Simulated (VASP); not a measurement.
Write the native input for VASP 6.6.1 that does the following.

* Task: single point
* Functional: PBE
* Potentials or basis: VASP PAW PBE potentials, release 64 (Pd)
* Cutoff: 520 eV
* k mesh: 6 × 6 × 6
* Occupations: gaussian, width 0.1 eV
* Spin: no spin polarisation
* Dipole correction: no
* Further INCAR settings: ALGO = Fast; EDIFF = 1e-06; NBANDS = 22

The structure of Pd lies in POSCAR:

```
Pd
1.0
    1.3822792962      0.7980593238      6.9236677039
   -1.3822792962      0.7980593238      6.9236677039
    0.0000000000     -1.5961186475      6.9236677039
Pd
3
Direct
    0.0000000000      0.0000000000      0.0000000000
    0.2224349633      0.2224349633      0.2224349633
    0.7775650367      0.7775650367      0.7775650367
```

The input as run:

INCAR

```
SYSTEM = Pd
  PREC = Accurate
  ENCUT = 520
  EDIFF = 1E-6
  ISMEAR = 0
  SIGMA = 0.1
  LREAL = .False.
  LASPH = .True.
  NELM = 60
  ALGO = Fast
  ISIF = 2
  LWAVE = .False.
  LCHARG = .False.
  GGA = PE
  NBANDS = 22
```

KPOINTS

```
regular mesh
0
Gamma
  6 6 6
  0 0 0
```

Potentials or basis: VASP PAW PBE potentials, release 64 (Pd).

Run with:

```bash
$ cat potpaw_PBE.64/Pd/POTCAR > POTCAR
$ mpirun -np 1 vasp_std > vasp.out
```

Results of the run:

* Pressure: -0.1 GPa
* Band gap on the k mesh: zero (band 15 reaches 9.37 eV, above the bottom of band 16 at 8.38 eV)

Caveat: the k points lie up to 0.44 Å⁻¹ apart.

Wall time 2.2 min on 1 thread of AMD EPYC 9R45 96-Core Processor (Zen 5) (shared host), peak memory 0.34 GiB.
